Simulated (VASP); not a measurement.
Wanted: the native input for a VASP 6.6.1 run.

* Task: relaxation of the atoms
* Functional: PBE
* Potentials or basis: VASP PAW PBE potentials, release 64 (Si, N)
* Cutoff: 520 eV
* k mesh: 6 × 6 × 6
* Occupations: gaussian, width 0.02 eV
* Spin: no spin polarisation
* Dipole correction: no
* Further INCAR settings: ALGO = Normal; EDIFF = 1e-06; IBRION = 2; EDIFFG = -0.01; NSW = 50

The structure of Si3N4 lies in POSCAR:

```
Si3N4
1.0
   -3.2773374670      3.2773374670      3.2773374670
    3.2773374670     -3.2773374670      3.2773374670
    3.2773374670      3.2773374670     -3.2773374670
Si N
6 8
Direct
    0.2500000000      0.1250000000      0.8750000000
    0.8750000000      0.2500000000      0.1250000000
    0.7500000000      0.3750000000      0.6250000000
    0.6250000000      0.7500000000      0.3750000000
    0.1250000000      0.8750000000      0.2500000000
    0.3750000000      0.6250000000      0.7500000000
    0.5626966952      0.5626966952      0.5626966952
    0.4373033048      0.5000000000      0.0000000000
    0.5000000000      0.0000000000      0.9373033048
    0.0000000000      0.4373033048      0.5000000000
    0.9373033048      0.5000000000      0.0000000000
    0.0626966952      0.0626966952      0.0626966952
    0.0000000000      0.9373033048      0.5000000000
    0.5000000000      0.0000000000      0.4373033048
```

The input as run:

INCAR

```
PREC     = Accurate       # precision mode
ENCUT    = 520            # plane-wave cutoff, eV
EDIFF    = 1E-6           # SCF threshold, eV
ISMEAR   = 0              # smearing method
SIGMA    = 0.02           # smearing width, eV
LREAL    = F              # projectors in reciprocal space
LASPH    = T              # aspherical terms in the spheres
NELM     = 80             # most SCF steps
ALGO     = Normal         # electronic algorithm
ISIF     = 2              # what is computed and relaxed
LWAVE    = F              # write WAVECAR
LCHARG   = F              # write CHGCAR
GGA      = PE             # functional
IBRION   = 2              # ionic algorithm
NSW      = 50             # ionic steps
EDIFFG   = -0.01          # ionic threshold
```

KPOINTS

```
Automatic mesh
0
Gamma
  6 6 6
```

Potentials or basis: VASP PAW PBE potentials, release 64 (Si, N).

Command:

```sh
$ cat potpaw_PBE.64/Si/POTCAR potpaw_PBE.64/N/POTCAR > POTCAR
$ mpirun -np 1 vasp_std > vasp.out
```

Results of the run:

```yaml
Energy_gained_by_relaxing: 0.3 meV/atom
Ionic_steps: 4
Pressure_after_relaxing: -7.3 GPa
Band_gap_on_the_k_mesh: 3.91 eV (least direct gap 4.12 eV)
```

It took 4.1 min on 1 thread of Intel(R) Xeon(R) Platinum 8259CL CPU @ 2.50GHz (Skylake/Cascade Lake), with other jobs on the host, peak memory 0.28 GiB.
